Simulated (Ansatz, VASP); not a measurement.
# Ta2N in VASP and in Ansatz

Contents of INCAR:

```
ALGO = Normal
EDIFF = 1E-6
ENCUT = 520
GGA = PE
ISIF = 2
ISMEAR = -1
LASPH = True
LCHARG = False
LREAL = False
LWAVE = False
NBANDS = 20
NELM = 100
PREC = Accurate
SIGMA = 0.05
```

File KPOINTS:

```
k-points
0
Gamma
  10 10 6
```

POSCAR

```
Ta2N
1.0
    3.1334770837      0.0000000000      0.0000000000
   -1.5667385418      2.7136707566      0.0000000000
    0.0000000000      0.0000000000      4.9020925425
Ta N
2 1
Direct
    0.3333333333      0.6666666667      0.2547110000
    0.6666666667      0.3333333333      0.7452890000
    0.0000000000      0.0000000000      0.0000000000
```

File input.yaml:

```yaml
crystal:
  lattice:
    - [3.1334770837, 0.0, 0.0]
    - [-1.5667385418, 2.7136707566, 0.0]
    - [0.0, 0.0, 4.9020925425]
  atoms:
    - { symbol: Ta, position: [0.3333333333, 0.6666666667, 0.254711] }
    - { symbol: Ta, position: [0.6666666667, 0.3333333333, 0.745289] }
    - { symbol: "N", position: [0.0, 0.0, 0.0] }
kpoints:
  mp_grid: { grid: [10, 10, 6] }
scf:
  occupations: { method: fermi_dirac, width: 0.05 }
hamiltonian:
  xc: pbe
  pseudopotentials: { kind: all_electron, lapw: { basis_error: 0.001 } }
output:
  forces: true
  stress: true
  eigenvalues: true
```

Change from the starting cell: volume scaled by 1.02.

Alike in both runs: task single point; functional PBE; k mesh 10 × 10 × 6; occupations fermi-dirac, width 0.05 eV; no spin polarisation.

|  | VASP | Ansatz |
| --- | --- | --- |
| version | VASP 6.6.1 | Ansatz 0.2.0 |
| potentials or method | VASP PAW PBE potentials, release 64 (Ta_pv, N), cutoff 520 eV | all-electron LAPW, scalar-relativistic |

VASP gave:

```
gap on the k mesh at the Fermi level (eV)                     : none
pressure (GPa)                                                : -6.1
traceless stress, the component that is largest in VASP (GPa) : 0.70
rms of the force components (eV/Å)                            : 0.038
```

Task: Which values does Ansatz return?

Result: gap on the k mesh at the Fermi level (eV): none; pressure (GPa): -6.4; traceless stress, the component that is largest in VASP (GPa): 0.72; rms of the force components (eV/Å): 0.055.

Atom by atom the forces differ by 0.017 eV/Å (rms over components). A gap of «none» marks a metal or a gap that the smearing closes. Ansatz ran all-electron here, and VASP with PAW potentials.

Spin-orbit coupling is off throughout.
